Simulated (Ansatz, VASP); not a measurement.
**Re: VASP beside Ansatz**

```xyz
1
Lattice="-1.4200 1.4200 1.4200 1.4200 -1.4200 1.4200 1.4200 1.4200 -1.4200" Properties=species:S:1:pos:R:3 pbc="T T T"
Re    0.0000    0.0000    0.0000
```

Change from the starting cell: volume scaled by 0.78, LAPW.

Alike in both runs: task single point; functional PBEsol; k mesh 17 × 17 × 17; occupations fermi-dirac, width 0.1 eV; no spin polarisation.

|  | VASP | Ansatz |
| --- | --- | --- |
| version | VASP 6.6.1 | Ansatz 0.2.0 |
| potentials or method | VASP PAW PBE potentials, release 64 (Re), cutoff 520 eV | all-electron LAPW, scalar-relativistic |

VASP gave:

| Item | Value |
| --- | --- |
| pressure (GPa) | 168.0 |

**Question.** Estimate Ansatz's values.

**Answer.** Pressure (GPa): 162.3.

VASP's potentials were made for PBE, not for PBEsol. Both programs put the cell under a high pressure, so it lies far from rest at this level. Ansatz ran all-electron here, and VASP with PAW potentials.

Spin-orbit coupling is off throughout. Noted on VASP's run: the cell as given lies far from equilibrium.
